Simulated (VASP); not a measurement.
Write the native input for VASP 6.6.1 that does the following.

- Task: relaxation of cell and atoms
- Functional: PBE
- Potentials or basis: VASP PAW PBE potentials, release 64 (Y_sv, Si, Se)
- Cutoff: 600 eV
- k mesh: 4 × 4 × 6
- Occupations: gaussian, width 0.1 eV
- Spin: no spin polarisation
- Dipole correction: no
- Further INCAR settings: ALGO = Normal; EDIFF = 1e-07; IBRION = 2; EDIFFG = -0.04; NSW = 90; ISIF = 3

The structure of Y2SiSe lies in POSCAR:

```
Y2SiSe
1.0
    5.2050042318      0.0000000000      0.0000000000
    0.0000000000      5.2050042318      0.0000000000
    0.0000000000      0.0000000000      3.4664401723
Y Si Se
2 1 1
Direct
    0.5000000000      0.0000000000      0.9020282722
    0.0000000000      0.5000000000      0.9020282722
    0.5000000000      0.5000000000      0.4575745597
    0.0000000000      0.0000000000      0.2619402860
```

These files were run (other wordings do the same):

INCAR

```
SYSTEM = Y2SiSe
ALGO = Normal
EDIFF = 1E-7
EDIFFG = -0.04
ENCUT = 600
GGA = PE
IBRION = 2
ISIF = 3
ISMEAR = 0
LASPH = .True.
LCHARG = .False.
LREAL = .False.
LWAVE = .False.
NELM = 100
NSW = 90
PREC = Accurate
SIGMA = 0.1
```

KPOINTS

```
k-points
0
Gamma
  4 4 6
  0 0 0
```

Potentials or basis: VASP PAW PBE potentials, release 64 (Y_sv, Si, Se).

The run is started by

```sh
$ cat potpaw_PBE.64/Y_sv/POTCAR potpaw_PBE.64/Si/POTCAR potpaw_PBE.64/Se/POTCAR > POTCAR
$ mpirun -np 1 vasp_std > vasp.out
```

Results of the run:

```
Relaxed volume                         : 23.55 Å³/atom
Relaxed cell                           : a = 5.179 Å, b = 5.179 Å, c = 3.511 Å, α = 90.00°, β = 90.00°, γ = 90.00°
Space group after relaxing (to 0.05 Å) : P4mm (No. 99)
Energy gained by relaxing              : 1.5 meV/atom
Ionic steps                            : 3
Pressure after relaxing                : 0.1 GPa
Largest force after relaxing           : 0.036 eV/Å
Band gap on the k mesh                 : zero (band 16 reaches 5.20 eV, above the bottom of band 17 at 4.75 eV)
```

Wall time 66 s on 1 thread of Intel(R) Xeon(R) 6975P-C (Granite Rapids) (shared host), peak memory 0.26 GiB.
